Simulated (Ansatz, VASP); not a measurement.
**Al3GaN4: VASP beside Ansatz**

The input POSCAR:

```
Al3GaN4
1.0
    0.0000000000     -4.4012372922      0.0000000000
    0.0000000000      0.0000000000     -4.4012372922
   10.8024745843      0.0000000000      0.0000000000
Al Ga N
6 2 8
Direct
    0.5000000000      1.0000000000      0.7650694591
    0.5000000000      1.0000000000      0.3576408410
    1.0000000000      0.5000000000      0.7650694591
    1.0000000000      0.5000000000      0.3576408410
    0.5000000000      0.5000000000      0.1539265319
    0.5000000000      0.5000000000      0.5613551500
    1.0000000000      1.0000000000      0.1539265319
    1.0000000000      1.0000000000      0.5613551500
    0.2555418398      0.7444581602      0.0498114733
    0.2555418398      0.7444581602      0.4572400914
    0.7444581602      0.2555418398      0.0498114733
    0.7444581602      0.2555418398      0.4572400914
    0.2555418398      0.2555418398      0.6654702087
    0.2555418398      0.2555418398      0.2580415906
    0.7444581602      0.7444581602      0.6654702087
    0.7444581602      0.7444581602      0.2580415906
```

File INCAR.step1:

```
SYSTEM = Al3GaN4
ALGO = Normal
EDIFF = 1E-4
ENCUT = 520
GGA = PE
ISMEAR = 0
LASPH = .TRUE.
LCHARG = .FALSE.
LREAL = Auto
LWAVE = .TRUE.
NBANDS = 56
NELM = 60
PREC = Accurate
SIGMA = 0.05
```

File INCAR.step2:

```
SYSTEM = Al3GaN4
ALGO = Normal
EDIFF = 1E-6
ENCUT = 520
ISIF = 2
ISMEAR = 0
ISTART = 1
LASPH = .TRUE.
LCHARG = .TRUE.
LELF = .TRUE.
LMIXTAU = .TRUE.
LREAL = Auto
LVHAR = .TRUE.
LWAVE = .FALSE.
METAGGA = R2SCAN
NBANDS = 56
NELM = 60
PREC = Accurate
SIGMA = 0.05
```

File KPOINTS:

```
k-points
0
G
  5 5 3
  0 0 0
```

Input for Ansatz:

```yaml
crystal:
  lattice:
    - [0.0, -4.4012372922, 0.0]
    - [0.0, 0.0, -4.4012372922]
    - [10.8024745843, 0.0, 0.0]
  atoms:
    - { symbol: Al, position: [0.5, 1.0, 0.7650694591] }
    - { symbol: Al, position: [0.5, 1.0, 0.357640841] }
    - { symbol: Al, position: [1.0, 0.5, 0.7650694591] }
    - { symbol: Al, position: [1.0, 0.5, 0.357640841] }
    - { symbol: Al, position: [0.5, 0.5, 0.1539265319] }
    - { symbol: Al, position: [0.5, 0.5, 0.56135515] }
    - { symbol: Ga, position: [1.0, 1.0, 0.1539265319] }
    - { symbol: Ga, position: [1.0, 1.0, 0.56135515] }
    - { symbol: "N", position: [0.2555418398, 0.7444581602, 0.0498114733] }
    - { symbol: "N", position: [0.2555418398, 0.7444581602, 0.4572400914] }
    - { symbol: "N", position: [0.7444581602, 0.2555418398, 0.0498114733] }
    - { symbol: "N", position: [0.7444581602, 0.2555418398, 0.4572400914] }
    - { symbol: "N", position: [0.2555418398, 0.2555418398, 0.6654702087] }
    - { symbol: "N", position: [0.2555418398, 0.2555418398, 0.2580415906] }
    - { symbol: "N", position: [0.7444581602, 0.7444581602, 0.6654702087] }
    - { symbol: "N", position: [0.7444581602, 0.7444581602, 0.2580415906] }
basis:
  ecutwfc: 500
kpoints:
  mp_grid: { grid: [5, 5, 3] }
hamiltonian:
  xc: r2scan
scf:
  occupations: { method: gaussian, width: 0.05 }
output:
  forces: true
  stress: true
  eigenvalues: true
```

Alike in both runs: task single point; functional r2SCAN; k mesh 5 × 5 × 3; occupations gaussian, width 0.05 eV; no spin polarisation.

|  | VASP | Ansatz |
| --- | --- | --- |
| version | VASP 6.6.1 | Ansatz 0.2.0 |
| potentials or method | VASP PAW PBE potentials, release 64 (Al, Ga_d, N), cutoff 520 eV | scalar-relativistic, plane waves, PAW |
| valence electrons in the cell | 84 | 84 |

|  | VASP | Ansatz | Ansatz less VASP |
| --- | --- | --- | --- |
| gap on the k mesh at the Fermi level (eV) | none | none | - |
| pressure (GPa) | -3.1 | -3.2 | -0.04 |
| traceless stress, the component that is largest in VASP (GPa) | -4.48 | -4.51 | -0.029 |
| rms of the force components (eV/Å) | 0.601 | 0.601 | -0.0004 |

VASP's potentials were made for PBE, not for r2SCAN. Atom by atom the forces differ by 0.029 eV/Å (rms over components). A gap of «none» marks a metal or a gap that the smearing closes.
